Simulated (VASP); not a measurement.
A run of VASP 6.6.1 is set up as follows.

File INCAR:

```
ALGO     = Normal         # electronic algorithm
EDIFF    = 1E-6           # SCF threshold, eV
ENCUT    = 520            # plane-wave cutoff, eV
GGA      = PE             # functional
ISIF     = 2              # what is computed and relaxed
ISMEAR   = 0              # smearing method
LASPH    = T              # aspherical terms in the spheres
LCHARG   = F              # write CHGCAR
LREAL    = F              # projectors in reciprocal space
LWAVE    = F              # write WAVECAR
NBANDS   = 66             # bands
NELM     = 60             # most SCF steps
PREC     = Accurate       # precision mode
SIGMA    = 0.1            # smearing width, eV
```

The input KPOINTS:

```
k-points
0
Gamma
  4 4 1
```

POSCAR

```
Cd5HgTe6
1.0
    4.7131626170      0.0000000000      0.0000000000
    0.0000000000      4.7131626170      0.0000000000
    0.0000000000      0.0000000000     19.6574825423
Cd Hg Te
5 1 6
Direct
    0.0000000000      0.0000000000      0.8328513981
    0.0000000000      0.0000000000      0.1671486019
    0.5000000000      0.5000000000      0.3336179798
    0.0000000000      0.0000000000      0.5000000000
    0.5000000000      0.5000000000      0.6663820202
    0.5000000000      0.5000000000      0.0000000000
    0.5000000000      0.0000000000      0.0842474974
    0.0000000000      0.5000000000      0.2504279232
    0.5000000000      0.0000000000      0.4168202770
    0.0000000000      0.5000000000      0.5831797230
    0.5000000000      0.0000000000      0.7495720768
    0.0000000000      0.5000000000      0.9157525026
```

Potentials or basis: VASP PAW PBE potentials, release 64 (Cd, Hg, Te).

Command:

```sh
$ cat potpaw_PBE.64/Cd/POTCAR potpaw_PBE.64/Hg/POTCAR potpaw_PBE.64/Te/POTCAR > POTCAR
$ mpirun -np 1 vasp_std > vasp.out
```

Task: Predict the band gap on the k mesh.

Result: 0.27 eV, direct.

Task: Predict the largest force.

Result: 0.006 eV/Å.

Task: What does it give for the pressure?

Result: 0.1 GPa.

Forces on the atoms (eV/Å):
```
Cd   0.000  0.000 -0.002
Cd   0.000  0.000  0.002
Cd   0.000  0.000 -0.001
Cd   0.000  0.000  0.000
Cd   0.000  0.000  0.001
Hg   0.000  0.000  0.000
Te   0.000  0.000 -0.006
Te   0.000  0.000 -0.001
Te   0.000  0.000  0.000
Te   0.000  0.000  0.000
Te   0.000  0.000  0.001
Te   0.000  0.000  0.006
```

Caveat: spin-orbit coupling is left out, which moves the levels of the heavy elements.
